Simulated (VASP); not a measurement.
# TiN (Fm-3m) in VASP: relaxation of cell and atoms with PBEsol

Aim: the relaxation of cell and atoms of TiN with PBEsol.

All numbers are computed with VASP 6.6.1; they aren't measurements. Logs are shortened: lines on timing, memory, paths and dates and some standing lists are left out, and cuts for length are marked.

### 1 The cell of the first run

The structure is cubic, space group Fm-3m (No. 225). Conventional cell: a = 4.244 Å, b = 4.244 Å, c = 4.244 Å, α = 90.00°, β = 90.00°, γ = 90.00°. Ti (site symmetry m-3m) has 6 N at 2.12 Å within 2.8 Å. N (site symmetry m-3m) has 6 Ti at 2.12 Å within 2.8 Å.

### 2 Relaxation of cell and atoms, PBEsol

INCAR reads:

```
SYSTEM = TiN
  PREC = Accurate
  ENCUT = 600
  EDIFF = 1E-6
  ISMEAR = 0
  SIGMA = 0.1
  LREAL = .False.
  LASPH = .True.
  NELM = 80
  ALGO = Normal
  ISIF = 3
  LWAVE = .False.
  LCHARG = .False.
  GGA = PS
  IBRION = 2
  NSW = 100
  EDIFFG = -0.005
```

KPOINTS reads:

```
Automatic mesh
0
Gamma
  18 18 18
  0 0 0
```

POSCAR reads:

```
TiN
1.0
    0.0000000000      2.1220000000      2.1220000000
    2.1220000000      0.0000000000      2.1220000000
    2.1220000000      2.1220000000      0.0000000000
Ti N
1 1
Direct
    0.0000000000      0.0000000000      0.0000000000
    0.5000000000      0.5000000000      0.5000000000
```

Potentials or basis: VASP PAW PBE potentials, release 64 (Ti_sv, N).

The run is started by

```bash
cat potpaw_PBE.64/Ti_sv/POTCAR potpaw_PBE.64/N/POTCAR > POTCAR
mpirun -np 1 vasp_std > vasp.out
```

OUTCAR:

```text
SYSTEM = TiN
   PREC = Accurate
   ENCUT = 600
   EDIFF = 1E-6
   ISMEAR = 0
   LREAL = .False.
   LASPH = .True.
   NELM = 80
   ISIF = 3
   GGA = PS
   IBRION = 2
   NSW = 100
   EDIFFG = -0.005

 ion  position               nearest neighbor table
   1  0.000  0.000  0.000-   2 2.12   2 2.12   2 2.12   2 2.12   2 2.12   2 2.12
   2  0.500  0.500  0.500-   1 2.12   1 2.12   1 2.12   1 2.12   1 2.12   1 2.12

  LATTYP: Found a face centered cubic cell.
 ALAT       =     4.2440000000

  Lattice vectors:

 A1 = (   0.0000000000,   2.1220000000,   2.1220000000)
 A2 = (   2.1220000000,   0.0000000000,   2.1220000000)
 A3 = (   2.1220000000,   2.1220000000,   0.0000000000)

Analysis of symmetry for initial positions (statically):
=====================================================================
 Subroutine PRICEL returns:
 Original cell was already a primitive cell.

 Routine SETGRP: Setting up the symmetry group for a
 face centered cubic supercell.

 Subroutine GETGRP returns: Found 48 space group operations
 (whereof 48 operations were pure point group operations)
 out of a pool of 48 trial point group operations.

The static configuration has the point symmetry O_h .

Analysis of symmetry for dynamics (positions and initial velocities):
=====================================================================
 Subroutine PRICEL returns:
 Original cell was already a primitive cell.

 Routine SETGRP: Setting up the symmetry group for a
 face centered cubic supercell.

 Subroutine GETGRP returns: Found 48 space group operations
 (whereof 48 operations were pure point group operations)
 out of a pool of 48 trial point group operations.

The dynamic configuration has the point symmetry O_h .

 Subroutine INISYM returns: Found 48 space group operations
 (whereof 48 operations are pure point group operations),
 and found     1 'primitive' translations

----------------------------------------------------------------------------------------

                                     Primitive cell

  volume of cell :      19.1102

  direct lattice vectors                    reciprocal lattice vectors
     0.000000000  2.122000000  2.122000000    -0.235626767  0.235626767  0.235626767
     2.122000000  0.000000000  2.122000000     0.235626767 -0.235626767  0.235626767
     2.122000000  2.122000000  0.000000000     0.235626767  0.235626767 -0.235626767

  length of vectors
     3.000961179  3.000961179  3.000961179     0.408117532  0.408117532  0.408117532

  position of ions in fractional coordinates (direct lattice)
     0.000000000  0.000000000  0.000000000
     0.500000000  0.500000000  0.500000000

  ion indices of the primitive-cell ions
   primitive index   ion index
                 1           1
                 2           2

----------------------------------------------------------------------------------------

 KPOINTS: Automatic mesh

Automatic generation of k-mesh.
 Grid dimensions read from file:
 generate k-points for:   18   18   18

 Generating k-lattice:

  Cartesian coordinates                     Fractional coordinates (reciprocal lattice)
    -0.013090376  0.013090376  0.013090376     0.055555556  0.000000000  0.000000000
     0.013090376 -0.013090376  0.013090376     0.000000000  0.055555556  0.000000000
     0.013090376  0.013090376 -0.013090376     0.000000000  0.000000000  0.055555556

  Length of vectors
     0.022673196  0.022673196  0.022673196

  Shift w.r.t. Gamma in fractional coordinates (k-lattice)
     0.000000000  0.000000000  0.000000000

 Subroutine IBZKPT returns following result:
 ===========================================

 Found    195 irreducible k-points:

 Following reciprocal coordinates:
            Coordinates               Weight
  0.000000  0.000000  0.000000      1.000000
  0.055556  0.000000  0.000000      8.000000
  0.111111  0.000000  0.000000      8.000000
  0.166667  0.000000  0.000000      8.000000
  0.222222  0.000000  0.000000      8.000000
  0.277778  0.000000  0.000000      8.000000
[... 16 lines left out ...]
 -0.277778  0.055556  0.000000     24.000000
 -0.222222  0.055556  0.000000     24.000000
 [... further k-points ...]
   k-points           NKPTS =    195   k-points in BZ     NKDIM =    195   number of bands    NBANDS=     12
   number of dos      NEDOS =    301   number of ions     NIONS =      2
   total plane-waves  NPLWV =  13824
   dimension x,y,z NGX =    24 NGY =   24 NGZ =   24
   dimension x,y,z NGXF=    48 NGYF=   48 NGZF=   48
   ions per type =               1   1
   NGX,Y,Z   is equivalent  to a cutoff of  13.30, 13.30, 13.30 a.u.
   NGXF,Y,Z  is equivalent  to a cutoff of  26.59, 26.59, 26.59 a.u.
 SYSTEM =  TiN
   PREC   = accura    normal or accurate (medium, high low for compatibility)
   ISTART =      0    job   : 0-new  1-cont  2-samecut
   ICHARG =      2    charge: 1-file 2-atom 10-const
   ISPIN  =      1    spin polarized calculation?
   LNONCOLLINEAR =      F non collinear calculations
   LSORBIT =      F    spin-orbit coupling
   LASPH  =      T    aspherical Exc in radial PAW
   ENCUT  =  600.0 eV  44.10 Ry    6.64 a.u.   5.99  5.99  5.99*2*pi/ulx,y,z
   NELM   =     80;   NELMIN=  2; NELMDL= -5     # of ELM steps
   EDIFF  = 0.1E-05   stopping-criterion for ELM
   LREAL  =      F    real-space projection
   EDIFFG = -.5E-02   stopping-criterion for IOM
   NSW    =    100    number of steps for IOM
   IBRION =      2    ionic relax: 0-MD 1-quasi-New 2-CG
   NFREE  =      1    steps in history (QN), initial steepest desc. (CG)
   ISIF   =      3    stress and relaxation
   ISYM   =      2    0-nonsym 1-usesym 2-fastsym
   POTIM  = 0.5000    time-step for ionic-motion
   TEBEG  =    0.0;   TEEND  =   0.0 temperature during run
   PSTRESS=    0.0 pullay stress
   NELECT =      17.0000    total number of electrons
   NUPDOWN=      -1.0000    fix difference up-down
   EMIN   =  10.00;   EMAX   =-10.00  energy-range for DOS
   EFERMI =   0.00;   METHOD = LEGACY
   ISMEAR =     0;   SIGMA  =   0.10  broadening in eV -4-tet -1-fermi 0-gaus
   EFERMI_NEDOS =   21; number of points for ismear=-14 and -15
   IALGO  =     38    algorithm
   IMIX   =      4    mixing-type and parameters
     AMIX     =   0.40;   BMIX     =  1.00
     AMIX_MAG =   1.60;   BMIX_MAG =  1.00
  volume/ion in A,a.u.               =       9.56        64.48
  Fermi-wavevector in a.u.,A,eV,Ry     =   1.574475  2.975326 33.728454  2.478971
  Thomas-Fermi vector in A             =   2.675604
   LORBIT       =      0    0 simple, 1 ext, 2 COOP (PROOUT), +10 PAW based schemes
   GGA     = PS    functional components
   LHFCALC =     F    Hartree Fock is set to
   AEXX    =    0.0000 exact exchange contribution
   IVDW    =     0    specifies the selected vdW correction
   LEPSILON=     F    determine dielectric tensor
   LRPA    =     F    only Hartree local field effects (RPA)
 conjugate gradient relaxation of ions
 non-spin polarized calculation
 Gauss-broadening in eV      SIGMA  =   0.10
  energy-cutoff  :      600.00
  volume of cell :       19.11
 maximum number of plane-waves:       650
   NGX = 11   NGY = 11   NGZ = 11

--------------------------------------- Ionic step        1  -------------------------------------------

 number of electron      17.0000002 magnetization

 Free energy of the ion-electron system (eV)
  ---------------------------------------------------
  ext. energy  EPLUGINS =         0.00000000
  ---------------------------------------------------
  free energy    TOTEN  =       -20.77211950 eV

  energy without entropy =      -20.76792121  energy(sigma->0) =      -20.77002035

------------------------ aborting loop because EDIFF is reached ----------------------------------------

  FORCE on cell =-STRESS in cart. coord.  units (eV):
  Direction    XX          YY          ZZ          XY          YZ          ZX
  --------------------------------------------------------------------------------------
  -------------------------------------------------------------------------------------
  Total       -0.9225750     -0.9225750     -0.9225750      0.0000000     -0.0000000      0.0000000
  in kB      -77.3474756    -77.3474756    -77.3474756      0.0000000     -0.0000000      0.0000000
  external PRESSURE =     -77.3474756 kB  Pullay stress =       0.0000000 kB

 VOLUME and BASIS-vectors are now :
 -----------------------------------------------------------------------------
  energy-cutoff  :      600.00
  volume of cell :       19.11
      direct lattice vectors                 reciprocal lattice vectors
     0.000000000  2.122000000  2.122000000    -0.235626767  0.235626767  0.235626767
     2.122000000  0.000000000  2.122000000     0.235626767 -0.235626767  0.235626767
     2.122000000  2.122000000  0.000000000     0.235626767  0.235626767 -0.235626767
[... 37 lines left out ...]
 POSITION                                       TOTAL-FORCE (eV/Angst)
 -----------------------------------------------------------------------------------
      2.07478      2.07478      0.00000         0.000000      0.000000      0.000000
      2.07478      2.07478      2.07478        -0.000000     -0.000000     -0.000000
 -----------------------------------------------------------------------------------
    total drift:                                0.000000     -0.000000     -0.000000

  FREE ENERGIE OF THE ION-ELECTRON SYSTEM (eV)
  ---------------------------------------------------
  free  energy   TOTEN  =       -20.7558706157 eV

  energy  without entropy=      -20.7520925830  energy(sigma->0) =      -20.75398160

--------------------------------------- Ionic step        3  -------------------------------------------

 number of electron      16.9999998 magnetization

 Free energy of the ion-electron system (eV)
  ---------------------------------------------------
  ext. energy  EPLUGINS =         0.00000000
  ---------------------------------------------------
  free energy    TOTEN  =       -20.78476624 eV

  energy without entropy =      -20.78074125  energy(sigma->0) =      -20.78275375

 E-fermi :  11.6538     XC(G=0): -13.3634

 val. band max:       11.6179198549   @ k =  -0.1667   0.1111   0.0000
 cond. band min:      11.6624490395   @ k =   0.4444   0.2222   0.1111
 fundamental gap:      0.0445291846
 Fermi energy:        11.6538398376

 k-point     1 :       0.0000    0.0000    0.0000
  band No.  band energies     occupation
      1     -45.9143      2.00000
      2     -21.9751      2.00000
      3     -21.9751      2.00000
      4     -21.9751      2.00000
      5      -5.5401      2.00000
      6       9.6048      2.00000
      7       9.6048      2.00000
      8       9.6048      2.00000
      9      11.0037      2.00000
     10      11.0037      2.00000
     11      11.0037      2.00000
     12      12.2520      0.00000

 k-point     2 :       0.0556    0.0000    0.0000
  band No.  band energies     occupation
      1     -45.9110      2.00000
      2     -21.9982      2.00000
      3     -21.9769      2.00000
      4     -21.9769      2.00000
      5      -5.4762      2.00000
      6       9.2235      2.00000
      7       9.3174      2.00000
      8       9.3174      2.00000
      9      11.1045      2.00000
     10      11.1045      2.00000
     11      11.2100      2.00000
     12      12.5446      0.00000
[... 316 lines left out ...]
 k-point    24 :      -0.2222    0.0556    0.0000
  band No.  band energies     occupation
      1     -45.8599      2.00000
      2     -22.3271      2.00000
      3     -22.0285      2.00000
      4     -21.9950      2.00000
      5      -4.4409      2.00000
      6       6.0797      2.00000
      7       7.1481      2.00000
      8       7.4699      2.00000
      9      11.8959      0.00062
     10      12.1173      0.00000
     11      12.6249      0.00000
     12      14.7181      0.00000

 [... further k-points ...]

------------------------ aborting loop because EDIFF is reached ----------------------------------------

  FORCE on cell =-STRESS in cart. coord.  units (eV):
  Direction    XX          YY          ZZ          XY          YZ          ZX
  --------------------------------------------------------------------------------------
  -------------------------------------------------------------------------------------
  Total       -0.0058167     -0.0058167     -0.0058167     -0.0000000      0.0000000     -0.0000000
  in kB       -0.5010010     -0.5010010     -0.5010010     -0.0000000      0.0000000     -0.0000000
  external PRESSURE =      -0.5010010 kB  Pullay stress =       0.0000000 kB

 VOLUME and BASIS-vectors are now :
 -----------------------------------------------------------------------------
  energy-cutoff  :      600.00
  volume of cell :       18.60
      direct lattice vectors                 reciprocal lattice vectors
     0.000000000  2.103006244  2.103006244    -0.237754881  0.237754881  0.237754881
     2.103006244  0.000000000  2.103006244     0.237754881 -0.237754881  0.237754881
     2.103006244  2.103006244  0.000000000     0.237754881  0.237754881 -0.237754881

 POSITION                                       TOTAL-FORCE (eV/Angst)
 -----------------------------------------------------------------------------------
      0.00000      0.00000      0.00000         0.000000      0.000000      0.000000
      2.10301      2.10301      2.10301         0.000000      0.000000     -0.000000
 -----------------------------------------------------------------------------------
    total drift:                                0.000000     -0.000000     -0.000000

  FREE ENERGIE OF THE ION-ELECTRON SYSTEM (eV)
  ---------------------------------------------------
  free  energy   TOTEN  =       -20.7847662419 eV

  energy  without entropy=      -20.7807412514  energy(sigma->0) =      -20.78275375

 reached required accuracy - stopping structural energy minimisation
```

Run time: 2.7 min. Hardware: 1 thread of Intel Xeon 8259CL, shared host; peak memory 0.19 GiB.

What came out:

| Property | Result |
| --- | --- |
| Free energy | -20.7848 eV |
| Relaxed volume | 9.30 Å³/atom |
| Relaxed cell | a = 2.974 Å, b = 2.974 Å, c = 2.974 Å, α = 60.00°, β = 60.00°, γ = 60.00° |
| Space group after relaxing (to 0.1 Å) | Fm-3m (No. 225) |
| Energy gained by relaxing | 6.3 meV/atom |
| Ionic steps | 3 |
| Pressure after relaxing | -0.1 GPa |
| Band gap on the k mesh | zero (an odd number of electrons rules out a gap without spin polarisation) |

Step by step:
```csv
step,energy change (eV),largest force (eV/Å),pressure (GPa),volume (Å³)
1,0.0000,0.0000,-7.73,19.11
2,0.0162,0.0000,13.07,17.86
3,-0.0126,0.0000,-0.05,18.60
```

Final structure:
```
Ti N
1.0
     0.00000    2.10301    2.10301
     2.10301    0.00000    2.10301
     2.10301    2.10301    0.00000
Ti N
1 1
Direct
  0.00000 0.00000 0.00000
  0.50000 0.50000 0.50000
```

Levels at points of the mesh, in eV from the Fermi level:
```tsv
k point	band 7	band 8	band 9	band 10	band 11	band 12
(0.00, 0.00, 0.00)	-2.05	-2.05	-0.65	-0.65	-0.65	0.60
(0.50, 0.00, 0.00)	-5.62	-5.62	1.78	1.78	2.48	5.98
(0.50, 0.50, 0.00)	-3.25	-3.25	-3.22	1.72	2.52	2.52
```

Caveat: the PAW data sets were made with another functional, which shifts forces and pressure a little; an odd number of electrons without spin polarisation forces a metal; a magnetic or distorted state may lie lower.

The gap in the log of VASP goes by the Fermi energy; the results here count the filled bands.